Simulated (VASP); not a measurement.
Write the native input for VASP 6.6.1 that does the following.

```yaml
Task: single point
Functional: PBE
Potentials_or_basis: VASP PAW PBE potentials, release 64 (Hg, Te)
Cutoff: 520 eV
k_mesh: 7 × 7 × 7
Occupations: fermi-dirac, width 0.05 eV
Spin: no spin polarisation
Dipole_correction: no
Further_INCAR_settings: ALGO = Normal; EDIFF = 1e-06; NBANDS = 16
```

The structure of HgTe (Coloradoite) lies in POSCAR:

```
HgTe
1.0
    0.0000000000      3.1296528858      3.1296528858
    3.1296528858      0.0000000000      3.1296528858
    3.1296528858      3.1296528858      0.0000000000
Hg Te
1 1
Direct
    0.0000000000      0.0000000000      0.0000000000
    0.7500000000      0.7500000000      0.7500000000
```

The input as run:

INCAR

```
SYSTEM = HgTe
PREC = Accurate ; ENCUT = 520
EDIFF = 1E-6 ; ISMEAR = -1
SIGMA = 0.05 ; LREAL = .FALSE.
LASPH = .TRUE. ; NELM = 100
ALGO = Normal ; ISIF = 2
LWAVE = .FALSE. ; LCHARG = .TRUE.
GGA = PE ; LELF = .TRUE.
LVHAR = .TRUE. ; NBANDS = 16
```

KPOINTS

```
Automatic mesh
0
G
  7 7 7
  0 0 0
```

Potentials or basis: VASP PAW PBE potentials, release 64 (Hg, Te).

Launch:

```bash
$ cat potpaw_PBE.64/Hg/POTCAR potpaw_PBE.64/Te/POTCAR > POTCAR
$ mpirun -np 1 vasp_std > vasp.out
```

It gave:

- Pressure: 10.1 GPa
- Band gap on the k mesh: zero (filled and empty bands touch)

Caveat: spin-orbit coupling is left out, which moves the levels of the heavy elements.

Wall time 47 s on 1 thread of Intel(R) Xeon(R) Platinum 8488C (Sapphire Rapids), with other jobs on the host, peak memory 0.2 GiB.
